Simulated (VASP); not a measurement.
Wanted: the native input for a VASP 6.6.1 run.

```yaml
Task: single point
Functional: PBE
Potentials_or_basis: VASP PAW PBE potentials, release 64 (Al, B, P)
Cutoff: 520 eV
k_mesh: 6 × 6 × 4
Occupations: gaussian, width 0.1 eV
Spin: no spin polarisation
Dipole_correction: no
Further_INCAR_settings: ALGO = Normal; EDIFF = 1e-06; NBANDS = 21
```

The structure of Al2BP3 lies in POSCAR:

```
Al2BP3
1.0
    4.3312352100      0.0000000000      0.0000000000
   -2.1656176000      3.7509597200      0.0000000000
    0.0000000000      0.0000000000      6.8274482300
Al B P
2 1 3
Direct
    0.6666666700      0.3333333300      0.2483411600
    0.3333333300      0.6666666700      0.7516588400
    0.0000000000      0.0000000000      0.0000000000
    0.0000000000      0.0000000000      0.5000000000
    0.6666666700      0.3333333300      0.6493157700
    0.3333333300      0.6666666700      0.3506842300
```

The cell was built from a structure type or drawn by symmetry, and may not be a known phase.

The input as run:

INCAR

```
PREC = Accurate
ENCUT = 520
EDIFF = 1E-6
ISMEAR = 0
SIGMA = 0.1
LREAL = False
LASPH = True
NELM = 60
ALGO = Normal
ISIF = 2
LWAVE = False
LCHARG = False
GGA = PE
NBANDS = 21
```

KPOINTS

```
regular mesh
0
Gamma
  6 6 4
```

Potentials or basis: VASP PAW PBE potentials, release 64 (Al, B, P).

Command:

```console
$ cat potpaw_PBE.64/Al/POTCAR potpaw_PBE.64/B/POTCAR potpaw_PBE.64/P/POTCAR > POTCAR
$ mpirun -np 1 vasp_std > vasp.out
```

Results of the run:

```
Pressure               : -8.5 GPa
Largest force          : 0.422 eV/Å
Band gap on the k mesh : zero (bands 12 and 13 overlap by 0.90 eV)
```

Caveat: the cell stands under tension.

Wall time 88 s on 1 thread of AMD EPYC 7R13, with other jobs on the host, peak memory 0.24 GiB.
